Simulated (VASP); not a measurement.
# Cu5Mo: relaxation of cell and atoms with PBE

Cu5Mo:

```xyz
6
Lattice="2.7372 0.0000 0.0000 0.0000 2.7372 0.0000 0.0000 0.0000 11.5945" Properties=species:S:1:pos:R:3 pbc="T T T"
Cu    1.3686    1.3686    3.8782
Cu    1.3686    1.3686    7.7163
Cu    0.0000    0.0000    2.0405
Cu    0.0000    0.0000    9.5540
Cu    0.0000    0.0000    5.7972
Mo    1.3686    1.3686    0.0000
```

The cell was generated, and may not be a known phase.

```
Program                : VASP 6.6.1
Task                   : relaxation of cell and atoms
Functional             : PBE
Potentials or basis    : VASP PAW PBE potentials, release 64 (Cu, Mo_sv)
Cutoff                 : 600 eV
k mesh                 : 6 × 6 × 2
Occupations            : gaussian, width 0.2 eV
Spin                   : no spin polarisation
Dipole correction      : no
Further INCAR settings : ALGO = Normal; EDIFF = 1e-06; IBRION = 2; EDIFFG = -0.08; NSW = 36; ISIF = 3
```

- Relaxed volume: 12.64 Å³/atom
- Relaxed cell: a = 2.586 Å, b = 2.586 Å, c = 11.339 Å, α = 90.00°, β = 90.00°, γ = 90.00°
- Space group after relaxing (to 0.1 Å): P4/mmm (No. 123)
- Energy gained by relaxing: 106.2 meV/atom
- Ionic steps: 8
- Pressure after relaxing: -0.2 GPa
- Largest force after relaxing: 0.030 eV/Å
- Band gap on the k mesh: zero (an odd number of electrons rules out a gap without spin polarisation)

Forces on the atoms (eV/Å):
```
Cu   0.000  0.000  0.008
Cu   0.000  0.000 -0.008
Cu   0.000  0.000 -0.030
Cu   0.000  0.000  0.030
Cu   0.000  0.000  0.000
Mo   0.000  0.000  0.000
```

Step by step:
```
step  energy change (eV)  largest force (eV/Å)  pressure (GPa)  volume (Å³)
   1              0.0000                0.1714          -15.05        86.87
   2             -0.3786                0.5962           13.68        70.86
   3             -0.5839                0.3337            0.14        76.12
   4             -0.5836                0.3247           -0.44        76.33
   5             -0.6016                0.2601           -0.40        76.20
   6             -0.6328                0.1612            0.05        75.79
   7             -0.6351                0.1174            0.15        75.63
   8             -0.6375                0.0301           -0.17        75.82
```

Final structure:
```
CELL_PARAMETERS angstrom
2.58593 0.00000 0.00000
0.00000 2.58593 0.00000
0.00000 0.00000 11.33872
ATOMIC_POSITIONS crystal
Cu 0.50000 0.50000 0.34193
Cu 0.50000 0.50000 0.65807
Cu 0.00000 0.00000 0.18208
Cu 0.00000 0.00000 0.81792
Cu 0.00000 0.00000 0.50000
Mo 0.50000 0.50000 0.00000
```

Levels at points of the mesh, in eV from the Fermi level:
```
           k point  band 33  band 34  band 35  band 36  band 37  band 38
(0.00, 0.00, 0.00)    -1.68    -1.64    -1.64    -1.14     1.51     2.20
(0.50, 0.00, 0.00)    -0.66    -0.46    -0.44    -0.42     0.46     0.99
(0.50, 0.50, 0.00)     1.79     1.80     1.80     4.51     4.51     4.91
(0.00, 0.00, 0.50)    -1.68    -1.62    -1.62    -0.15     0.56     2.20
(0.50, 0.00, 0.50)    -0.79    -0.71    -0.46    -0.34     0.48     0.99
(0.50, 0.50, 0.50)     1.79     2.47     2.47     3.08     3.08     6.34
```

It took 5.6 min on 1 thread of AMD EPYC 9R45 96-Core Processor (Zen 5), with other jobs on the host, peak memory 0.24 GiB.

Caveat: the k points lie up to 0.40 Å⁻¹ apart in the final cell, too coarse for converged energies and pressures of a metal.
